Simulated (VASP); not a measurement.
# K (Im-3m) in VASP: notebook, part 2 of 3

VASP 6.6.1. The steps go on from the part before.

**4. Electric field gradients, PBEsol (67.47 Å³/atom)**

This run uses another cell than the first one, of 67.47 Å³/atom.

File INCAR:

```
SYSTEM = K
ALGO = Normal
EDIFF = 1E-8
ENCUT = 520
GGA = PS
ISIF = 2
ISMEAR = -1
LASPH = .True.
LCHARG = .False.
LEFG = .True.
LREAL = .False.
LWAVE = .False.
NBANDS = 10
NELM = 100
PREC = Accurate
SIGMA = 0.08
```

File KPOINTS:

```
k-points
0
Gamma
  10 10 10
  0 0 0
```

File POSCAR:

```
K
1.0
   -2.5645564326      2.5645564326      2.5645564326
    2.5645564326     -2.5645564326      2.5645564326
    2.5645564326      2.5645564326     -2.5645564326
K
1
Direct
    0.0000000000      0.0000000000      0.0000000000
```

Potentials or basis: VASP PAW PBE potentials, release 64 (K_sv).

Command:

```console
cat potpaw_PBE.64/K_sv/POTCAR > POTCAR
mpirun -np 1 vasp_std > vasp.out
```

OUTCAR:

```text
SYSTEM = K
   EDIFF = 1E-8
   ENCUT = 520
   GGA = PS
   ISIF = 2
   ISMEAR = -1
   LASPH = .True.
   LREAL = .False.
   NELM = 100
   PREC = Accurate

 ion  position               nearest neighbor table
   1  0.000  0.000  0.000-

  LATTYP: Found a body centered cubic cell.
 ALAT       =     5.1291128652

  Lattice vectors:

 A1 = (  -2.5645564326,   2.5645564326,   2.5645564326)
 A2 = (   2.5645564326,  -2.5645564326,   2.5645564326)
 A3 = (   2.5645564326,   2.5645564326,  -2.5645564326)

Analysis of symmetry for initial positions (statically):
=====================================================================
 Subroutine PRICEL returns:
 Original cell was already a primitive cell.

 Routine SETGRP: Setting up the symmetry group for a
 body centered cubic supercell.

[... 493 lines left out ...]
  external PRESSURE =       2.0284235 kB  Pullay stress =       0.0000000 kB

 VOLUME and BASIS-vectors are now :
 -----------------------------------------------------------------------------
  energy-cutoff  :      520.00
  volume of cell :       67.47
      direct lattice vectors                 reciprocal lattice vectors
    -2.564556433  2.564556433  2.564556433     0.000000000  0.194965489  0.194965489
     2.564556433 -2.564556433  2.564556433     0.194965489  0.000000000  0.194965489
     2.564556433  2.564556433 -2.564556433     0.194965489  0.194965489  0.000000000

 POSITION                                       TOTAL-FORCE (eV/Angst)
 -----------------------------------------------------------------------------------
      0.00000      0.00000      0.00000        -0.000000      0.000000     -0.000000
 -----------------------------------------------------------------------------------
    total drift:                               -0.000000     -0.000000      0.000000

  FREE ENERGIE OF THE ION-ELECTRON SYSTEM (eV)
  ---------------------------------------------------
  free  energy   TOTEN  =        -1.1376506406 eV

  energy  without entropy=       -1.1198562050  energy(sigma->0) =       -1.12875342

 Electric field gradients (V/A^2)
---------------------------------------------------------------------
 ion       V_xx      V_yy      V_zz      V_xy      V_xz      V_yz
---------------------------------------------------------------------
   1       0.000    -0.000     0.000     0.000     0.000     0.000
---------------------------------------------------------------------

 Electric field gradients after diagonalization (V/A^2)
 (convention: |V_zz| > |V_xx| > |V_yy|)
----------------------------------------------------------------------
 ion       V_xx      V_yy      V_zz     asymmetry (V_yy - V_xx)/ V_zz
----------------------------------------------------------------------
   1      -0.000    -0.000     0.000       0.000
----------------------------------------------------------------------

           NMR quadrupolar parameters

 Cq : quadrupolar parameter    Cq=e*Q*V_zz/h
 eta: asymmetry parameters     (V_yy - V_xx)/ V_zz
 Q  : nuclear electric quadrupole moment in mb (millibarn)
----------------------------------------------------------------------
 ion       Cq(MHz)       eta       Q (mb)
----------------------------------------------------------------------
   1       0.000       0.000       1.000
----------------------------------------------------------------------
```

OSZICAR:

```text
N       E                     dE             d eps       ncg     rms          rms(c)
DAV:   1     0.442240533881E+02    0.44224E+02   -0.36433E+03   940   0.695E+02
DAV:   2     0.304571708065E+00   -0.43919E+02   -0.43368E+02  1008   0.192E+02
DAV:   3    -0.109571404142E+01   -0.14003E+01   -0.13952E+01  1488   0.273E+01
DAV:   4    -0.113946827465E+01   -0.43754E-01   -0.43730E-01  1234   0.397E+00
DAV:   5    -0.114045948337E+01   -0.99121E-03   -0.99115E-03  1430   0.456E-01    0.218E+00
DAV:   6    -0.113816528620E+01    0.22942E-02   -0.40654E-03  1362   0.444E-01    0.142E+00
DAV:   7    -0.113764073983E+01    0.52455E-03   -0.67140E-03  1336   0.523E-01    0.962E-02
DAV:   8    -0.113763656913E+01    0.41707E-05   -0.58643E-04  1276   0.251E-01    0.267E-02
DAV:   9    -0.113765279301E+01   -0.16224E-04   -0.25319E-05  1240   0.446E-02    0.146E-02
DAV:  10    -0.113765105406E+01    0.17389E-05   -0.79861E-06  1362   0.231E-02    0.353E-03
DAV:  11    -0.113765074529E+01    0.30877E-06   -0.12093E-07  1220   0.314E-03    0.984E-04
DAV:  12    -0.113765060693E+01    0.13836E-06   -0.25912E-08  1382   0.105E-03    0.184E-04
DAV:  13    -0.113765063826E+01   -0.31333E-07   -0.10682E-09   650   0.267E-04    0.744E-05
DAV:  14    -0.113765064056E+01   -0.22969E-08   -0.20825E-10   574   0.105E-04
   1 F= -.11376506E+01 E0= -.11287534E+01  d E =-.177944E-01
```

stdout:

```text
POSCAR found type information on POSCAR K
 POSCAR found :  1 types and       1 ions
 scaLAPACK will be used
 -----------------------------------------------------------------------------
|                                                                             |
|                                                                             |
|     You enforced a specific xc type in the INCAR file but a different       |
|     I HOPE YOU KNOW WHAT YOU ARE DOING!                                     |
|                                                                             |
 -----------------------------------------------------------------------------

 LDA part: xc-table for (Slater+PW92), standard interpolation
 POSCAR, INCAR and KPOINTS ok, starting setup
 FFT: planning ... GRIDC
 FFT: planning ... GRID_SOFT
 FFT: planning ... GRID
 WAVECAR not read
 entering main loop
ion   1
```

Wall time 55 s (1 thread of AMD EPYC 7R13, shared host); peak memory 0.18 GiB.

What came out:

| Item | Value |
| --- | --- |
| Free energy | -1.1377 eV |
| Pressure | 0.2 GPa |
| Band gap on the k mesh | zero (an odd number of electrons rules out a gap without spin polarisation) |
| Largest electric field gradient by atom | zero within the noise of the run |

Levels at points of the mesh, in eV from the Fermi level:
| k point | band 3 | band 4 | band 5 | band 6 | band 7 | band 8 |
| --- | --- | --- | --- | --- | --- | --- |
| (0.00, 0.00, 0.00) | -15.44 | -15.44 | -2.28 | 4.38 | 4.38 | 4.38 |
| (0.50, 0.00, 0.00) | -15.47 | -15.44 | 0.44 | 0.74 | 3.19 | 5.06 |
| (0.50, 0.50, 0.50) | -15.51 | -15.51 | 1.63 | 1.63 | 3.71 | 3.71 |

Caveat: the PAW data sets were made with another functional, which shifts forces and pressure a little.

**5. Electric field gradients, PBEsol (68.90 Å³/atom)**

This run uses another cell than the first one, of 68.90 Å³/atom.

File INCAR:

```
PREC = Accurate ; ENCUT = 520
EDIFF = 1E-8 ; ISMEAR = -1
SIGMA = 0.08 ; LREAL = F
LASPH = T ; NELM = 60
ALGO = Normal ; ISIF = 2
LWAVE = F ; LCHARG = F
GGA = PS ; LEFG = T
NBANDS = 10
```

File KPOINTS:

```
Automatic mesh
0
Gamma
  10 10 10
```

File POSCAR:

```
K
1.0
   -2.5826172842      2.5826172842      2.5826172842
    2.5826172842     -2.5826172842      2.5826172842
    2.5826172842      2.5826172842     -2.5826172842
K
1
Direct
    0.0000000000      0.0000000000      0.0000000000
```

Potentials or basis: VASP PAW PBE potentials, release 64 (K_sv).

Command:

```console
cat potpaw_PBE.64/K_sv/POTCAR > POTCAR
mpirun -np 1 vasp_std > vasp.out
```

OUTCAR:

```text
PREC = Accurate
   ENCUT = 520
   EDIFF = 1E-8
   ISMEAR = -1
   LREAL = F
   LASPH = T
   NELM = 60
   ISIF = 2
   GGA = PS

 ion  position               nearest neighbor table
   1  0.000  0.000  0.000-

  LATTYP: Found a body centered cubic cell.
 ALAT       =     5.1652345684

  Lattice vectors:

 A1 = (  -2.5826172842,   2.5826172842,   2.5826172842)
 A2 = (   2.5826172842,  -2.5826172842,   2.5826172842)
 A3 = (   2.5826172842,   2.5826172842,  -2.5826172842)

Analysis of symmetry for initial positions (statically):
=====================================================================
 Subroutine PRICEL returns:
 Original cell was already a primitive cell.

 Routine SETGRP: Setting up the symmetry group for a
 body centered cubic supercell.
[... 493 lines left out ...]
  in kB        1.1322189      1.1322189      1.1322189      0.0000000      0.0000000     -0.0000000
  external PRESSURE =       1.1322189 kB  Pullay stress =       0.0000000 kB

 VOLUME and BASIS-vectors are now :
 -----------------------------------------------------------------------------
  energy-cutoff  :      520.00
  volume of cell :       68.90
      direct lattice vectors                 reciprocal lattice vectors
    -2.582617284  2.582617284  2.582617284     0.000000000  0.193602050  0.193602050
     2.582617284 -2.582617284  2.582617284     0.193602050  0.000000000  0.193602050
     2.582617284  2.582617284 -2.582617284     0.193602050  0.193602050  0.000000000

 POSITION                                       TOTAL-FORCE (eV/Angst)
 -----------------------------------------------------------------------------------
      0.00000      0.00000      0.00000         0.000000     -0.000000      0.000000
 -----------------------------------------------------------------------------------
    total drift:                               -0.000000     -0.000000      0.000000

  FREE ENERGIE OF THE ION-ELECTRON SYSTEM (eV)
  ---------------------------------------------------
  free  energy   TOTEN  =        -1.1391766229 eV

  energy  without entropy=       -1.1212789438  energy(sigma->0) =       -1.13022778

 Electric field gradients (V/A^2)
---------------------------------------------------------------------
 ion       V_xx      V_yy      V_zz      V_xy      V_xz      V_yz
---------------------------------------------------------------------
   1       0.000    -0.000     0.000     0.000     0.000     0.000
---------------------------------------------------------------------

 Electric field gradients after diagonalization (V/A^2)
 (convention: |V_zz| > |V_xx| > |V_yy|)
----------------------------------------------------------------------
 ion       V_xx      V_yy      V_zz     asymmetry (V_yy - V_xx)/ V_zz
----------------------------------------------------------------------
   1      -0.000    -0.000     0.000       0.000
----------------------------------------------------------------------

           NMR quadrupolar parameters

 Cq : quadrupolar parameter    Cq=e*Q*V_zz/h
 eta: asymmetry parameters     (V_yy - V_xx)/ V_zz
 Q  : nuclear electric quadrupole moment in mb (millibarn)
----------------------------------------------------------------------
 ion       Cq(MHz)       eta       Q (mb)
----------------------------------------------------------------------
   1       0.000       0.000       1.000
----------------------------------------------------------------------
```

OSZICAR:

```text
N       E                     dE             d eps       ncg     rms          rms(c)
DAV:   1     0.465095098310E+02    0.46510E+02   -0.36711E+03   940   0.699E+02
DAV:   2     0.455026939289E+00   -0.46054E+02   -0.45433E+02   996   0.194E+02
DAV:   3    -0.110379270043E+01   -0.15588E+01   -0.15537E+01  1438   0.285E+01
DAV:   4    -0.114048215946E+01   -0.36689E-01   -0.36611E-01  1254   0.425E+00
DAV:   5    -0.114180824485E+01   -0.13261E-02   -0.13259E-02  1522   0.487E-01    0.212E+00
DAV:   6    -0.113965865682E+01    0.21496E-02   -0.37106E-03  1360   0.421E-01    0.137E+00
DAV:   7    -0.113916561900E+01    0.49304E-03   -0.65319E-03  1348   0.514E-01    0.932E-02
DAV:   8    -0.113916251661E+01    0.31024E-05   -0.54875E-04  1264   0.247E-01    0.256E-02
DAV:   9    -0.113917814037E+01   -0.15624E-04   -0.25542E-05  1268   0.408E-02    0.131E-02
DAV:  10    -0.113917692916E+01    0.12112E-05   -0.46237E-06  1322   0.175E-02    0.316E-03
DAV:  11    -0.113917666578E+01    0.26338E-06   -0.14386E-07  1150   0.344E-03    0.489E-04
DAV:  12    -0.113917659930E+01    0.66481E-07   -0.13504E-08  1182   0.671E-04    0.133E-04
DAV:  13    -0.113917663405E+01   -0.34749E-07   -0.11217E-09   634   0.263E-04    0.108E-04
DAV:  14    -0.113917662276E+01    0.11289E-07   -0.27560E-10   592   0.117E-04    0.229E-05
DAV:  15    -0.113917662289E+01   -0.13199E-09   -0.12160E-10   564   0.497E-05
   1 F= -.11391766E+01 E0= -.11302278E+01  d E =-.178977E-01
```

Wall time 56 s (1 thread of AMD EPYC 7R13, shared host); peak memory 0.18 GiB.

What came out:

| Item | Value |
| --- | --- |
| Free energy | -1.1392 eV |
| Pressure | 0.1 GPa |
| Band gap on the k mesh | zero (an odd number of electrons rules out a gap without spin polarisation) |
| Largest electric field gradient by atom | zero within the noise of the run |

Levels at points of the mesh, in eV from the Fermi level:
| k point | band 1 | band 2 | band 3 | band 4 | band 5 | band 6 | band 7 | band 8 | band 9 | band 10 |
| --- | --- | --- | --- | --- | --- | --- | --- | --- | --- | --- |
| (0.00, 0.00, 0.00) | -31.95 | -15.46 | -15.46 | -15.46 | -2.25 | 4.36 | 4.36 | 4.36 | 5.32 | 5.32 |
| (0.50, 0.00, 0.00) | -31.95 | -15.54 | -15.48 | -15.46 | 0.44 | 0.72 | 3.19 | 5.02 | 5.87 | 6.16 |
| (0.50, 0.50, 0.50) | -31.94 | -15.52 | -15.52 | -15.52 | 1.64 | 1.64 | 3.65 | 3.65 | 3.65 | 5.94 |

Caveat: the PAW data sets were made with another functional, which shifts forces and pressure a little.

(Continued in part 3 of 3.)
